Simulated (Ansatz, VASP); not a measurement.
# One calculation of Ca2C, two programs

```
Ca C
1.0
     6.12200    0.00000    0.00000
     0.00000    4.00400    0.00000
     0.00000    0.00000    7.22300
Ca C
8 4
Direct
  0.34566 0.75000 0.07507
  0.65434 0.25000 0.92493
  0.84566 0.75000 0.42493
  0.15434 0.25000 0.57507
  0.01909 0.25000 0.17859
  0.98091 0.75000 0.82141
  0.51909 0.25000 0.32141
  0.48091 0.75000 0.67859
  0.75305 0.25000 0.60401
  0.24695 0.75000 0.39599
  0.25305 0.25000 0.89599
  0.74695 0.75000 0.10401
```

Alike in both runs: task single point; functional PBE; k mesh 4 × 4 × 4; occupations gaussian, width 0.1 eV; no spin polarisation.

|  | VASP | Ansatz |
| --- | --- | --- |
| version | VASP 6.6.1 | Ansatz 0.2.0 |
| potentials or method | VASP PAW PBE potentials, release 64 (Ca_sv, C), cutoff 520 eV | scalar-relativistic, plane waves, PAW |
| valence electrons in the cell | 96 | 96 |

VASP gave:

```
gap on the k mesh at the Fermi level (eV)                     : 0.58
least direct gap on the mesh (eV)                             : 0.58
pressure (GPa)                                                : 22.7
traceless stress, the component that is largest in VASP (GPa) : -1.83
rms of the force components (eV/Å)                            : 0.216
```

Question: Which values does Ansatz return?

Answer: gap on the k mesh at the Fermi level (eV): 0.59; least direct gap on the mesh (eV): 0.59; pressure (GPa): 22.1; traceless stress, the component that is largest in VASP (GPa): -1.83; rms of the force components (eV/Å): 0.217.

Atom by atom the forces differ by 0.003 eV/Å (rms over components).
